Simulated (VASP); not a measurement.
# Be3S5 (P-43m) in VASP: relaxation of cell and atoms with PBE

Aim: the relaxation of cell and atoms of Be3S5 with PBE.

All numbers are computed with VASP 6.6.1; they aren't measurements. Logs are shortened: lines on timing, memory, paths and dates and some standing lists are left out, and cuts for length are marked.

## (1) The cell of the first run

The structure is cubic, space group P-43m (No. 215). Conventional cell: a = 5.100 Å, b = 5.100 Å, c = 5.100 Å, α = 90.00°, β = 90.00°, γ = 90.00°. Be (site symmetry -42m) has 4 S at 2.24 Å within 3.0 Å. S (site symmetry -43m) has 4 S at 2.12 Å within 2.8 Å. S (site symmetry 3m) has 1 S at 2.12 Å and 3 Be at 2.24 Å within 2.8 Å.

## (2) Relaxation of cell and atoms, PBE

File INCAR:

```
SYSTEM = Be3S5
PREC = Accurate ; ENCUT = 600
EDIFF = 1E-7 ; ISMEAR = 0
SIGMA = 0.2 ; LREAL = .FALSE.
LASPH = .TRUE. ; NELM = 120
ALGO = Normal ; ISIF = 3
LWAVE = .FALSE. ; LCHARG = .FALSE.
GGA = PE ; IBRION = 2
NSW = 36 ; EDIFFG = -0.08
GGA_COMPAT = .FALSE. ; NELMIN = 4
```

File KPOINTS:

```
Automatic mesh
0
G
  3 3 3
  0 0 0
```

File POSCAR:

```
Be3S5
1.0
    5.1000000000      0.0000000000      0.0000000000
    0.0000000000      5.1000000000      0.0000000000
    0.0000000000      0.0000000000      5.1000000000
Be S
3 5
Direct
    0.5000000000      0.0000000000      0.5000000000
    0.0000000000      0.5000000000      0.5000000000
    0.5000000000      0.5000000000      0.0000000000
    0.0000000000      0.0000000000      0.0000000000
    0.7600000000      0.7600000000      0.2400000000
    0.7600000000      0.2400000000      0.7600000000
    0.2400000000      0.7600000000      0.7600000000
    0.2400000000      0.2400000000      0.2400000000
```

Potentials or basis: VASP PAW PBE potentials, release 64 (Be, S).

Run with:

```
$ cat potpaw_PBE.64/Be/POTCAR potpaw_PBE.64/S/POTCAR > POTCAR
$ mpirun -np 1 vasp_std > vasp.out
```

OUTCAR:

```text
SYSTEM = Be3S5
   PREC = Accurate
   ENCUT = 600
   EDIFF = 1E-7
   ISMEAR = 0
   LREAL = .FALSE.
   LASPH = .TRUE.
   NELM = 120
   ISIF = 3
   GGA = PE
   IBRION = 2
   NSW = 36
   EDIFFG = -0.08
   NELMIN = 4

 ion  position               nearest neighbor table
   1  0.500  0.000  0.500-   5 2.24   6 2.24   7 2.24   8 2.24
   2  0.000  0.500  0.500-   5 2.24   6 2.24   7 2.24   8 2.24
   3  0.500  0.500  0.000-   5 2.24   6 2.24   7 2.24   8 2.24
   4  0.000  0.000  0.000-   5 2.12   6 2.12   7 2.12   8 2.12
   5  0.760  0.760  0.240-   4 2.12   2 2.24   3 2.24   1 2.24
   6  0.760  0.240  0.760-   4 2.12   2 2.24   3 2.24   1 2.24
   7  0.240  0.760  0.760-   4 2.12   2 2.24   3 2.24   1 2.24
   8  0.240  0.240  0.240-   4 2.12   2 2.24   3 2.24   1 2.24

  LATTYP: Found a simple cubic cell.
 ALAT       =     5.1000000000

  Lattice vectors:

 A1 = (   5.1000000000,   0.0000000000,   0.0000000000)
 A2 = (   0.0000000000,   5.1000000000,   0.0000000000)
 A3 = (   0.0000000000,   0.0000000000,   5.1000000000)

Analysis of symmetry for initial positions (statically):
=====================================================================
 Subroutine PRICEL returns:
 Original cell was already a primitive cell.

 Routine SETGRP: Setting up the symmetry group for a
 simple cubic supercell.

 Subroutine GETGRP returns: Found 24 space group operations
 (whereof 24 operations were pure point group operations)
 out of a pool of 48 trial point group operations.

The static configuration has the point symmetry T_d .

Analysis of symmetry for dynamics (positions and initial velocities):
=====================================================================
 Subroutine PRICEL returns:
 Original cell was already a primitive cell.

 Routine SETGRP: Setting up the symmetry group for a
 simple cubic supercell.

 Subroutine GETGRP returns: Found 24 space group operations
 (whereof 24 operations were pure point group operations)
 out of a pool of 48 trial point group operations.

The dynamic configuration has the point symmetry T_d .

 Subroutine INISYM returns: Found 24 space group operations
 (whereof 24 operations are pure point group operations),
 and found     1 'primitive' translations

----------------------------------------------------------------------------------------

                                     Primitive cell

  volume of cell :     132.6510

  direct lattice vectors                    reciprocal lattice vectors
     5.100000000  0.000000000  0.000000000     0.196078431  0.000000000  0.000000000
     0.000000000  5.100000000  0.000000000     0.000000000  0.196078431  0.000000000
     0.000000000  0.000000000  5.100000000     0.000000000  0.000000000  0.196078431

  length of vectors
     5.100000000  5.100000000  5.100000000     0.196078431  0.196078431  0.196078431

  position of ions in fractional coordinates (direct lattice)
     0.500000000  0.000000000  0.500000000
     0.000000000  0.500000000  0.500000000
     0.500000000  0.500000000  0.000000000
     0.000000000  0.000000000  0.000000000
     0.760000000  0.760000000  0.240000000
     0.760000000  0.240000000  0.760000000
     0.240000000  0.760000000  0.760000000
     0.240000000  0.240000000  0.240000000

  ion indices of the primitive-cell ions
   primitive index   ion index
                 1           1
                 2           2
                 3           3
                 4           4
                 5           5
                 6           6
                 7           7
                 8           8

----------------------------------------------------------------------------------------

 KPOINTS: Automatic mesh

Automatic generation of k-mesh.
 Grid dimensions read from file:
 generate k-points for:    3    3    3

 Generating k-lattice:

  Cartesian coordinates                     Fractional coordinates (reciprocal lattice)
     0.065359477  0.000000000  0.000000000     0.333333333  0.000000000  0.000000000
     0.000000000  0.065359477  0.000000000     0.000000000  0.333333333  0.000000000
     0.000000000  0.000000000  0.065359477     0.000000000  0.000000000  0.333333333

  Length of vectors
     0.065359477  0.065359477  0.065359477

  Shift w.r.t. Gamma in fractional coordinates (k-lattice)
     0.000000000  0.000000000  0.000000000

 Subroutine IBZKPT returns following result:
 ===========================================

 Found      4 irreducible k-points:

 Following reciprocal coordinates:
            Coordinates               Weight
  0.000000  0.000000  0.000000      1.000000
  0.333333  0.000000  0.000000      6.000000
  0.333333  0.333333  0.000000     12.000000
  0.333333  0.333333  0.333333      8.000000
   k-points           NKPTS =      4   k-points in BZ     NKDIM =      4   number of bands    NBANDS=     23
   number of dos      NEDOS =    301   number of ions     NIONS =      8
   total plane-waves  NPLWV =  74088
   dimension x,y,z NGX =    42 NGY =   42 NGZ =   42
   dimension x,y,z NGXF=    84 NGYF=   84 NGZF=   84
   ions per type =               3   5
   NGX,Y,Z   is equivalent  to a cutoff of  13.69, 13.69, 13.69 a.u.
   NGXF,Y,Z  is equivalent  to a cutoff of  27.38, 27.38, 27.38 a.u.
 SYSTEM =  Be3S5
   PREC   = accura    normal or accurate (medium, high low for compatibility)
   ISTART =      0    job   : 0-new  1-cont  2-samecut
   ICHARG =      2    charge: 1-file 2-atom 10-const
   ISPIN  =      1    spin polarized calculation?
   LNONCOLLINEAR =      F non collinear calculations
   LSORBIT =      F    spin-orbit coupling
   LASPH  =      T    aspherical Exc in radial PAW
   ENCUT  =  600.0 eV  44.10 Ry    6.64 a.u.  10.19 10.19 10.19*2*pi/ulx,y,z
   NELM   =    120;   NELMIN=  4; NELMDL= -5     # of ELM steps
   EDIFF  = 0.1E-06   stopping-criterion for ELM
   LREAL  =      F    real-space projection
   EDIFFG = -.8E-01   stopping-criterion for IOM
   NSW    =     36    number of steps for IOM
   IBRION =      2    ionic relax: 0-MD 1-quasi-New 2-CG
   NFREE  =      1    steps in history (QN), initial steepest desc. (CG)
   ISIF   =      3    stress and relaxation
   ISYM   =      2    0-nonsym 1-usesym 2-fastsym
   POTIM  = 0.5000    time-step for ionic-motion
   TEBEG  =    0.0;   TEEND  =   0.0 temperature during run
   PSTRESS=    0.0 pullay stress
   NELECT =      36.0000    total number of electrons
   NUPDOWN=      -1.0000    fix difference up-down
   EMIN   =  10.00;   EMAX   =-10.00  energy-range for DOS
   EFERMI =   0.00;   METHOD = LEGACY
   ISMEAR =     0;   SIGMA  =   0.20  broadening in eV -4-tet -1-fermi 0-gaus
   EFERMI_NEDOS =   21; number of points for ismear=-14 and -15
   IALGO  =     38    algorithm
   IMIX   =      4    mixing-type and parameters
     AMIX     =   0.40;   BMIX     =  1.00
     AMIX_MAG =   1.60;   BMIX_MAG =  1.00
  volume/ion in A,a.u.               =      16.58       111.90
  Fermi-wavevector in a.u.,A,eV,Ry     =   1.059918  2.002954 15.285133  1.123426
  Thomas-Fermi vector in A             =   2.195280
   LORBIT       =      0    0 simple, 1 ext, 2 COOP (PROOUT), +10 PAW based schemes
   GGA     = PE    functional components
   LHFCALC =     F    Hartree Fock is set to
   AEXX    =    0.0000 exact exchange contribution
   IVDW    =     0    specifies the selected vdW correction
   LEPSILON=     F    determine dielectric tensor
   LRPA    =     F    only Hartree local field effects (RPA)
 conjugate gradient relaxation of ions
 non-spin polarized calculation
 Gauss-broadening in eV      SIGMA  =   0.20
  energy-cutoff  :      600.00
  volume of cell :      132.65
 maximum number of plane-waves:      4438
 NGX is ok and might be reduce to    42
   NGX = 21   NGY = 21   NGZ = 21

--------------------------------------- Ionic step        1  -------------------------------------------

 number of electron      36.0000002 magnetization

 Free energy of the ion-electron system (eV)
  ---------------------------------------------------
  ext. energy  EPLUGINS =         0.00000000
  ---------------------------------------------------
  free energy    TOTEN  =       -31.41129198 eV

  energy without entropy =      -31.31496024  energy(sigma->0) =      -31.36312611

------------------------ aborting loop because EDIFF is reached ----------------------------------------

  FORCE on cell =-STRESS in cart. coord.  units (eV):
  Direction    XX          YY          ZZ          XY          YZ          ZX
  --------------------------------------------------------------------------------------
  -------------------------------------------------------------------------------------
  Total        4.4140054      4.4140054      4.4140054      0.0000000      0.0000000      0.0000000
  in kB       53.3129750     53.3129750     53.3129750      0.0000000      0.0000000      0.0000000
  external PRESSURE =      53.3129750 kB  Pullay stress =       0.0000000 kB
[... 111 lines left out ...]
  energy  without entropy=      -34.2604977551  energy(sigma->0) =      -34.29197681

--------------------------------------- Ionic step        4  -------------------------------------------

 number of electron      35.9999998 magnetization

 E-fermi :   4.7126     XC(G=0):  -9.0185

 val. band max:        4.6810977844   @ k =   0.3333   0.3333   0.3333
 cond. band min:       4.9308160681   @ k =   0.3333   0.3333   0.3333
 fundamental gap:      0.2497182838
 Fermi energy:         4.7126398931

 k-point     1 :       0.0000    0.0000    0.0000
  band No.  band energies     occupation
      1     -10.8293      2.00000
      2      -8.7321      2.00000
      3      -8.7321      2.00000
      4      -8.7321      2.00000
      5      -7.9195      2.00000
      6      -1.7793      2.00000
[... 174 lines left out ...]
  energy  without entropy=      -34.5902080423  energy(sigma->0) =      -34.61678591

--------------------------------------- Ionic step        6  -------------------------------------------

 number of electron      35.9999996 magnetization

 Free energy of the ion-electron system (eV)
  ---------------------------------------------------
  ext. energy  EPLUGINS =         0.00000000
  ---------------------------------------------------
  free energy    TOTEN  =       -34.64370811 eV

  energy without entropy =      -34.59030532  energy(sigma->0) =      -34.61700671

 E-fermi :   5.6288     XC(G=0):  -9.3985

 val. band max:        5.5809878057   @ k =   0.3333   0.3333   0.3333
 cond. band min:       5.8607482173   @ k =   0.3333   0.3333   0.3333
 fundamental gap:      0.2797604116
 Fermi energy:         5.6287595950

 k-point     1 :       0.0000    0.0000    0.0000
  band No.  band energies     occupation
      1     -10.4476      2.00000
      2      -8.1000      2.00000
      3      -8.1000      2.00000
      4      -8.1000      2.00000
      5      -7.3000      2.00000
      6      -1.3642      2.00000
[... 128 lines left out ...]
  FREE ENERGIE OF THE ION-ELECTRON SYSTEM (eV)
  ---------------------------------------------------
  free  energy   TOTEN  =       -34.6437081070 eV

  energy  without entropy=      -34.5903053176  energy(sigma->0) =      -34.61700671

 reached required accuracy - stopping structural energy minimisation
```

Run time: 49 s. Hardware: 1 thread of Intel Xeon 6975P-C (Granite Rapids), shared host; peak memory 0.24 GiB.

Results:

```
Free energy                            : -34.6437 eV
Relaxed volume                         : 16.84 Å³/atom
Relaxed cell                           : a = 5.126 Å, b = 5.126 Å, c = 5.126 Å, α = 90.00°, β = 90.00°, γ = 90.00°
Space group after relaxing (to 0.05 Å) : P-43m (No. 215)
Energy gained by relaxing              : 404.1 meV/atom
Ionic steps                            : 6
Pressure after relaxing                : -0.2 GPa
Largest force after relaxing           : 0.062 eV/Å
Band gap on the k mesh                 : zero (band 18 reaches 5.58 eV, above the bottom of band 19 at 5.09 eV)
```

Forces on the atoms (eV/Å):
```
Be   0.000  0.000  0.000
Be   0.000  0.000  0.000
Be   0.000  0.000  0.000
S    0.000  0.000  0.000
S    0.036  0.036 -0.036
S    0.036 -0.036  0.036
S   -0.036  0.036  0.036
S   -0.036 -0.036 -0.036
```

Step by step:
| step | energy change (eV) | largest force (eV/Å) | pressure (GPa) | volume (Å³) |
| --- | --- | --- | --- | --- |
| 1 | 0.0000 | 4.6349 | 5.33 | 132.65 |
| 2 | -2.7196 | 1.4491 | -3.76 | 143.53 |
| 3 | -2.9122 | 0.6162 | -5.61 | 147.22 |
| 4 | -2.9168 | 0.4952 | -5.85 | 147.81 |
| 5 | -3.2321 | 0.0835 | 0.05 | 134.30 |
| 6 | -3.2324 | 0.0620 | -0.17 | 134.70 |

Final structure:
```
Be S
1.0
     5.12614    0.00000    0.00000
     0.00000    5.12614    0.00000
     0.00000    0.00000    5.12614
Be S
3 5
Direct
  0.50000 0.00000 0.50000
  0.00000 0.50000 0.50000
  0.50000 0.50000 0.00000
  0.00000 0.00000 0.00000
  0.71943 0.71943 0.28057
  0.71943 0.28057 0.71943
  0.28057 0.71943 0.71943
  0.28057 0.28057 0.28057
```

Caveat: the k points lie up to 0.41 Å⁻¹ apart in the final cell; the relaxation stopped at a loose force limit of 0.08 eV/Å, so its end isn't a converged minimum.
